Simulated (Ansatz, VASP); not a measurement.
## Fe: VASP beside Ansatz

The input INCAR:

```
PREC = Accurate ; ENCUT = 690
EDIFF = 1E-6 ; ISMEAR = -1
SIGMA = 0.05 ; LREAL = F
LASPH = T ; NELM = 200
ALGO = Normal ; ISIF = 2
LWAVE = F ; LCHARG = F
ISPIN = 2 ; MAGMOM = 2.5 -2.5
LORBIT = 11 ; LMAXMIX = 4
GGA = PE ; NBANDS = 27
GGA_COMPAT = F
```

File KPOINTS:

```
regular mesh
0
Gamma
  16 16 9
```

POSCAR

```
Fe
1.0
    2.5254799129      0.0000000000      0.0000000000
   -1.2627399565      2.1871297613      0.0000000000
    0.0000000000      0.0000000000      3.9891571272
Fe
2
Direct
    0.3333333333      0.6666666667      0.2500000000
    0.6666666667      0.3333333333      0.7500000000
```

Input for Ansatz:

```yaml
crystal:
  lattice:
    - [2.5254799129, 0.0, 0.0]
    - [-1.2627399565, 2.1871297613, 0.0]
    - [0.0, 0.0, 3.9891571272]
  atoms:
    - { symbol: Fe, position: [0.3333333333, 0.6666666667, 0.25], spin: 2.5 }
    - { symbol: Fe, position: [0.6666666667, 0.3333333333, 0.75], spin: -2.5 }
hamiltonian:
  xc: pbe
  pseudopotentials:
    kind: paw
    azcp:
      Fe: "pseudopotentials/Fe.paw.azcp"
basis:
  ecutwfc: 420
  fft_grid_basis: typed
kpoints:
  mp_grid: { grid: [16, 16, 9], shift: [0, 0, 0] }
magnetization:
  spin_polarized: true
scf:
  occupations: { method: fermi_dirac, width: 0.05 }
  lower_state_search: "off"
output:
  stress: true
  write_density: true
  write_potential: true
  elf: true
  volumetric_format: npy
```

Alike in both runs: task single point; functional PBE; k mesh 16 × 16 × 9; occupations fermi-dirac, width 0.05 eV; collinear spin.

```csv
,VASP,Ansatz
version,VASP 6.6.1,Ansatz 0.2.0
potentials or method,"VASP PAW PBE potentials, release 64 (Fe_sv), cutoff 690 eV","plane waves (420 eV) with PAW, scalar-relativistic"
valence electrons in the cell,32,32
```

|  | VASP | Ansatz | Ansatz less VASP |
| --- | --- | --- | --- |
| pressure (GPa) | -15.1 | -13.8 | +1.30 |
| traceless stress, the component that is largest in VASP (GPa) | 3.40 | 3.29 | -0.101 |
| net moment per atom (μB) | 0.00 | 0.00 | 0.000 |
| size of the moment on the site where the two differ most (μB) | 0.95 | 0.96 | +0.006 |

Site moments also hang on the region over which each program counts them. The functional is the same, so the differences come from potentials, cutoffs and numerics.
